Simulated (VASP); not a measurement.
# SrC2 (R-3m) in VASP: further runs

The runs below take SrC2 through single point, with LDA.

All numbers are computed with VASP 6.6.1; they aren't measurements. Logs are shortened: lines on timing, memory, paths and dates and some standing lists are left out, and cuts for length are marked.

### Step 1. The cell of the first run

The structure is trigonal, space group R-3m (No. 166). Conventional cell: a = 4.833 Å, b = 4.833 Å, c = 7.474 Å, α = 90.00°, β = 90.00°, γ = 120.00°. Within 3.8 Å of Sr (site symmetry -3m) lie 14 C at 2.85 to 3.39 Å and 6 Sr at 3.74 Å. C (site symmetry 3m) has 1 C at 1.37 Å within 1.8 Å.

### Step 2. Single point, LDA (strain -0.040 along x and y, +0.080 along z)

File INCAR:

```
SYSTEM = SrC2
PREC = Accurate
ENCUT = 520
EDIFF = 1E-7
ISMEAR = 0
SIGMA = 0.05
LREAL = .False.
LASPH = .True.
NELM = 60
ALGO = Normal
ISIF = 2
LWAVE = .False.
LCHARG = .False.
GGA = CA
NBANDS = 16
```

File KPOINTS:

```
Automatic mesh
0
Gamma
  9 9 9
  0 0 0
```

File POSCAR:

```
SrC2
1.0
    2.4166325759      1.3952434683      2.4911953798
   -2.4166325759      1.3952434683      2.4911953798
    0.0000000000     -2.7904869365      2.4911953798
Sr C
1 2
Direct
    0.0000000000      0.0000000000      0.0000000000
    0.5915580000      0.5915580000      0.5915580000
    0.4084420000      0.4084420000      0.4084420000
```

Potentials or basis: VASP PAW LDA potentials, release 64 (Sr_sv, C).

Launch:

```console
$ cat potpaw_LDA.64/Sr_sv/POTCAR potpaw_LDA.64/C/POTCAR > POTCAR
$ mpirun -np 1 vasp_std > vasp.out
```

OUTCAR:

```text
SYSTEM = SrC2
   PREC = Accurate
   ENCUT = 520
   EDIFF = 1E-7
   ISMEAR = 0
   LREAL = .False.
   LASPH = .True.
   NELM = 60
   ISIF = 2
   GGA = CA

 ion  position               nearest neighbor table
   1  0.000  0.000  0.000-   2 2.85   2 2.85   3 2.85   3 2.85   2 2.85   3 2.85   3 3.05   2 3.05
                             2 3.39   3 3.39   2 3.39   3 3.39   2 3.39   3 3.39
   2  0.592  0.592  0.592-   3 1.37   1 2.85   1 2.85   1 2.85   1 3.05   1 3.39   1 3.39   1 3.39

   3  0.408  0.408  0.408-   2 1.37   1 2.85   1 2.85   1 2.85   1 3.05   1 3.39   1 3.39   1 3.39

  LATTYP: Found a trigonal (rhomboedric) cell.
 ALAT       =     3.7407047148
 COS(alpha) =     0.1652731325

  Lattice vectors:

 A1 = (   2.4166325759,   1.3952434683,   2.4911953798)
 A2 = (  -2.4166325759,   1.3952434683,   2.4911953798)
 A3 = (   0.0000000000,  -2.7904869365,   2.4911953798)

Analysis of symmetry for initial positions (statically):
=====================================================================
 Subroutine PRICEL returns:
 Original cell was already a primitive cell.

 Routine SETGRP: Setting up the symmetry group for a
 trigonal (rhombohedral) supercell.

 Subroutine GETGRP returns: Found 12 space group operations
 (whereof 12 operations were pure point group operations)
 out of a pool of 12 trial point group operations.

The static configuration has the point symmetry D_3d.

Analysis of symmetry for dynamics (positions and initial velocities):
=====================================================================
 Subroutine PRICEL returns:
 Original cell was already a primitive cell.

 Routine SETGRP: Setting up the symmetry group for a
 trigonal (rhombohedral) supercell.

 Subroutine GETGRP returns: Found 12 space group operations
 (whereof 12 operations were pure point group operations)
 out of a pool of 12 trial point group operations.

The dynamic configuration has the point symmetry D_3d.

 Subroutine INISYM returns: Found 12 space group operations
 (whereof 12 operations are pure point group operations),
 and found     1 'primitive' translations

----------------------------------------------------------------------------------------

                                     Primitive cell

  volume of cell :      50.3987

  direct lattice vectors                    reciprocal lattice vectors
     2.416632576  1.395243468  2.491195380     0.206899470  0.119453465  0.133804573
    -2.416632576  1.395243468  2.491195380    -0.206899470  0.119453465  0.133804573
     0.000000000 -2.790486936  2.491195380     0.000000000 -0.238906930  0.133804573

  length of vectors
     3.740704715  3.740704715  3.740704715     0.273825099  0.273825099  0.273825099

  position of ions in fractional coordinates (direct lattice)
     0.000000000  0.000000000  0.000000000
     0.591558000  0.591558000  0.591558000
     0.408442000  0.408442000  0.408442000

  ion indices of the primitive-cell ions
   primitive index   ion index
                 1           1
                 2           2
                 3           3

----------------------------------------------------------------------------------------

 KPOINTS: Automatic mesh

Automatic generation of k-mesh.
 Grid dimensions read from file:
 generate k-points for:    9    9    9

 Generating k-lattice:

  Cartesian coordinates                     Fractional coordinates (reciprocal lattice)
     0.022988830  0.013272607  0.014867175     0.111111111  0.000000000  0.000000000
    -0.022988830  0.013272607  0.014867175     0.000000000  0.111111111  0.000000000
     0.000000000 -0.026545214  0.014867175    -0.000000000 -0.000000000  0.111111111

  Length of vectors
     0.030425011  0.030425011  0.030425011

  Shift w.r.t. Gamma in fractional coordinates (k-lattice)
     0.000000000  0.000000000  0.000000000

 Subroutine IBZKPT returns following result:
 ===========================================

 Found     85 irreducible k-points:

 Following reciprocal coordinates:
            Coordinates               Weight
  0.000000  0.000000  0.000000      1.000000
  0.111111  0.000000  0.000000      6.000000
  0.222222  0.000000  0.000000      6.000000
  0.333333  0.000000  0.000000      6.000000
  0.444444  0.000000  0.000000      6.000000
  0.111111  0.111111  0.000000      6.000000
[... 16 lines left out ...]
 -0.333333  0.333333  0.000000      6.000000
  0.444444  0.444444  0.000000      6.000000
 [... further k-points ...]
   k-points           NKPTS =     85   k-points in BZ     NKDIM =     85   number of bands    NBANDS=     16
   number of dos      NEDOS =    301   number of ions     NIONS =      3
   total plane-waves  NPLWV =  21952
   dimension x,y,z NGX =    28 NGY =   28 NGZ =   28
   dimension x,y,z NGXF=    56 NGYF=   56 NGZF=   56
   ions per type =               1   2
   NGX,Y,Z   is equivalent  to a cutoff of  12.44, 12.44, 12.44 a.u.
   NGXF,Y,Z  is equivalent  to a cutoff of  24.89, 24.89, 24.89 a.u.
 SYSTEM =  SrC2
   PREC   = accura    normal or accurate (medium, high low for compatibility)
   ISTART =      0    job   : 0-new  1-cont  2-samecut
   ICHARG =      2    charge: 1-file 2-atom 10-const
   ISPIN  =      1    spin polarized calculation?
   LNONCOLLINEAR =      F non collinear calculations
   LSORBIT =      F    spin-orbit coupling
   LASPH  =      T    aspherical Exc in radial PAW
   ENCUT  =  520.0 eV  38.22 Ry    6.18 a.u.   6.96  6.96  6.96*2*pi/ulx,y,z
   NELM   =     60;   NELMIN=  2; NELMDL= -5     # of ELM steps
   EDIFF  = 0.1E-06   stopping-criterion for ELM
   LREAL  =      F    real-space projection
   EDIFFG = 0.1E-05   stopping-criterion for IOM
   NSW    =      0    number of steps for IOM
   IBRION =     -1    ionic relax: 0-MD 1-quasi-New 2-CG
   NFREE  =      0    steps in history (QN), initial steepest desc. (CG)
   ISIF   =      2    stress and relaxation
   ISYM   =      2    0-nonsym 1-usesym 2-fastsym
   POTIM  = 0.5000    time-step for ionic-motion
   TEBEG  =    0.0;   TEEND  =   0.0 temperature during run
   PSTRESS=    0.0 pullay stress
   NELECT =      18.0000    total number of electrons
   NUPDOWN=      -1.0000    fix difference up-down
   EMIN   =  10.00;   EMAX   =-10.00  energy-range for DOS
   EFERMI =   0.00;   METHOD = LEGACY
   ISMEAR =     0;   SIGMA  =   0.05  broadening in eV -4-tet -1-fermi 0-gaus
   EFERMI_NEDOS =   21; number of points for ismear=-14 and -15
   IALGO  =     38    algorithm
   IMIX   =      4    mixing-type and parameters
     AMIX     =   0.40;   BMIX     =  1.00
     AMIX_MAG =   1.60;   BMIX_MAG =  1.00
  volume/ion in A,a.u.               =      16.80       113.37
  Fermi-wavevector in a.u.,A,eV,Ry     =   1.161518  2.194950 18.355933  1.349123
  Thomas-Fermi vector in A             =   2.298089
   LORBIT       =      0    0 simple, 1 ext, 2 COOP (PROOUT), +10 PAW based schemes
   GGA     = CA    functional components
   LHFCALC =     F    Hartree Fock is set to
   AEXX    =    0.0000 exact exchange contribution
   IVDW    =     0    specifies the selected vdW correction
   LEPSILON=     F    determine dielectric tensor
   LRPA    =     F    only Hartree local field effects (RPA)
 non-spin polarized calculation
 Gauss-broadening in eV      SIGMA  =   0.05
  energy-cutoff  :      520.00
  volume of cell :       50.40
 maximum number of plane-waves:      1371
   NGX = 13   NGY = 13   NGZ = 13

 number of electron      18.0000000 magnetization

 Free energy of the ion-electron system (eV)
  ---------------------------------------------------
  ext. energy  EPLUGINS =         0.00000000
  ---------------------------------------------------
  free energy    TOTEN  =       -21.03881065 eV

  energy without entropy =      -21.03881065  energy(sigma->0) =      -21.03881065

 E-fermi :   2.2124     XC(G=0): -10.0626

 val. band max:        1.9171058299   @ k =  -0.3333   0.4444   0.3333
 cond. band min:       3.2391855129   @ k =   0.0000   0.0000   0.0000
 fundamental gap:      1.3220796830
 Fermi energy:         2.2124081402

 k-point     1 :       0.0000    0.0000    0.0000
  band No.  band energies     occupation
      1     -31.9065      2.00000
      2     -13.8886      2.00000
      3     -13.8886      2.00000
      4     -13.8210      2.00000
      5     -10.4291      2.00000
      6      -0.7249      2.00000
[... 8 lines left out ...]
     15      10.1722      0.00000
     16      11.8848      0.00000

 k-point     2 :       0.1111    0.0000    0.0000
  band No.  band energies     occupation
      1     -31.9029      2.00000
      2     -13.9533      2.00000
      3     -13.8839      2.00000
      4     -13.8299      2.00000
      5     -10.3441      2.00000
      6      -1.1618      2.00000
[... 8 lines left out ...]
     15      10.1107      0.00000
     16      11.5410      0.00000

 k-point     3 :       0.2222    0.0000    0.0000
  band No.  band energies     occupation
      1     -31.8936      2.00000
      2     -14.1292      2.00000
      3     -13.8718      2.00000
      4     -13.8283      2.00000
      5     -10.1349      2.00000
      6      -1.8544      2.00000
[... 8 lines left out ...]
     15      10.1172      0.00000
     16      10.8391      0.00000

 k-point     4 :       0.3333    0.0000    0.0000
  band No.  band energies     occupation
      1     -31.8831      2.00000
      2     -14.3170      2.00000
      3     -13.8580      2.00000
      4     -13.8219      2.00000
      5      -9.9018      2.00000
      6      -2.4778      2.00000
[... 8 lines left out ...]
     15      10.2670      0.00000
     16      10.4851      0.00000
[... 324 lines left out ...]
 k-point    22 :      -0.4444    0.3333   -0.0000
  band No.  band energies     occupation
      1     -31.8549      2.00000
      2     -14.2912      2.00000
      3     -14.1554      2.00000
      4     -13.8118      2.00000
      5      -9.8463      2.00000
      6      -2.3810      2.00000
[... 8 lines left out ...]
     15      10.3799      0.00000
     16      10.5867      0.00000

 k-point    23 :      -0.3333    0.3333    0.0000
  band No.  band energies     occupation
      1     -31.8610      2.00000
      2     -14.2277      2.00000
      3     -14.1844      2.00000
      4     -13.8153      2.00000
      5      -9.8152      2.00000
      6      -2.1984      2.00000
[... 8 lines left out ...]
     15       9.8653      0.00000
     16      10.0245      0.00000

 k-point    24 :       0.4444    0.4444    0.0000
  band No.  band energies     occupation
      1     -31.8490      2.00000
      2     -14.2880      2.00000
      3     -14.1792      2.00000
      4     -13.8084      2.00000
      5      -9.9177      2.00000
      6      -2.4341      2.00000
[... 8 lines left out ...]
     15      10.3259      0.00000
     16      11.2794      0.00000

 [... further k-points ...]

------------------------ aborting loop because EDIFF is reached ----------------------------------------

  FORCE on cell =-STRESS in cart. coord.  units (eV):
  Direction    XX          YY          ZZ          XY          YZ          ZX
  --------------------------------------------------------------------------------------
  -------------------------------------------------------------------------------------
  Total       -0.8725172     -0.8725172    -10.1453693      0.0000000     -0.0000000      0.0000000
  in kB      -27.7373476    -27.7373476   -322.5215810      0.0000000     -0.0000000      0.0000000
  external PRESSURE =    -125.9987587 kB  Pullay stress =       0.0000000 kB

 VOLUME and BASIS-vectors are now :
 -----------------------------------------------------------------------------
  energy-cutoff  :      520.00
  volume of cell :       50.40
      direct lattice vectors                 reciprocal lattice vectors
     2.416632576  1.395243468  2.491195380     0.206899470  0.119453465  0.133804573
    -2.416632576  1.395243468  2.491195380    -0.206899470  0.119453465  0.133804573
     0.000000000 -2.790486936  2.491195380     0.000000000 -0.238906930  0.133804573

 POSITION                                       TOTAL-FORCE (eV/Angst)
 -----------------------------------------------------------------------------------
      0.00000      0.00000      0.00000         0.000000      0.000000     -0.000000
      0.00000      0.00000      4.42106        -0.000000     -0.000000     -5.587980
      0.00000      0.00000      3.05253        -0.000000      0.000000      5.587980
 -----------------------------------------------------------------------------------
    total drift:                               -0.000000      0.000000      0.000000

  FREE ENERGIE OF THE ION-ELECTRON SYSTEM (eV)
  ---------------------------------------------------
  free  energy   TOTEN  =       -21.0388106527 eV

  energy  without entropy=      -21.0388106527  energy(sigma->0) =      -21.03881065
```

Run time: 33 s. Hardware: 1 thread of Intel Xeon Platinum 8488C (Sapphire Rapids), shared host; peak memory 0.18 GiB.

What came out:

| Quantity | Value |
| --- | --- |
| Free energy | -21.0388 eV |
| Pressure | -12.6 GPa |
| Largest force | 5.588 eV/Å |
| Band gap on the k mesh | 1.32 eV, indirect (least direct gap 1.90 eV) |

Forces in eV/Å, atoms in the order of the input:
```
Sr   0.000  0.000  0.000
C    0.000  0.000 -5.588
C    0.000  0.000  5.588
```

Levels at points of the mesh, in eV from the valence-band top:
```csv
k point,band 7,band 8,band 9,band 10,band 11,band 12
"(0.00, 0.00, 0.00)",-2.42,-0.58,-0.58,1.32,1.32,5.06
```

Caveat: the cell differs from its parent crystal (strain -0.040 along x and y, +0.080 along z); forces of over 1 eV/Å act on the atoms, so gaps and moduli don't describe the material at rest. A k mesh can miss the band edges.

### Step 3. Single point, LDA (strain +0.040 along x and y, -0.080 along z)

File INCAR:

```
SYSTEM = SrC2
  ALGO = Normal
  EDIFF = 1E-7
  ENCUT = 520
  ISIF = 2
  ISMEAR = 0
  LASPH = .True.
  LCHARG = .False.
  LREAL = .False.
  LWAVE = .False.
  NBANDS = 16
  NELM = 60
  PREC = Accurate
  SIGMA = 0.05
```

File KPOINTS:

```
k-points
0
Gamma
  9 9 9
  0 0 0
```

File POSCAR:

```
SrC2
1.0
    2.6180186239      1.5115137573      2.1221293976
   -2.6180186239      1.5115137573      2.1221293976
    0.0000000000     -3.0230275145      2.1221293976
Sr C
1 2
Direct
    0.0000000000      0.0000000000      0.0000000000
    0.5915580000      0.5915580000      0.5915580000
    0.4084420000      0.4084420000      0.4084420000
```

Potentials or basis: VASP PAW LDA potentials, release 64 (Sr_sv, C).

Launch:

```console
$ cat potpaw_LDA.64/Sr_sv/POTCAR potpaw_LDA.64/C/POTCAR > POTCAR
$ mpirun -np 1 vasp_std > vasp.out
```

It took 29 s on 1 thread of Intel Xeon Platinum 8488C (Sapphire Rapids), shared host; peak memory 0.18 GiB.

It converged, with:

```
Free energy            : -20.8754 eV
Pressure               : 10.4 GPa
Largest force          : 8.935 eV/Å
Band gap on the k mesh : 1.65 eV, indirect (least direct gap 2.96 eV)
```

Forces on the atoms (eV/Å):
```
Sr   0.000  0.000  0.000
C    0.000  0.000  8.935
C    0.000  0.000 -8.935
```

Stress tensor (GPa, compression positive):
```
-6.00  0.00  0.00
 0.00 -6.00  0.00
 0.00  0.00 43.15
```

Levels at points of the mesh, in eV from the valence-band top:
| k point | band 6 | band 7 | band 8 | band 9 | band 10 | band 11 | band 12 | band 13 |
| --- | --- | --- | --- | --- | --- | --- | --- | --- |
| (0.00, 0.00, 0.00) | -2.81 | -1.97 | -1.31 | -1.31 | 1.65 | 1.65 | 5.56 | 7.19 |

Caveat: the cell differs from its parent crystal (strain +0.040 along x and y, -0.080 along z); forces of over 1 eV/Å act on the atoms, so gaps and moduli don't describe the material at rest. A k mesh can miss the band edges.
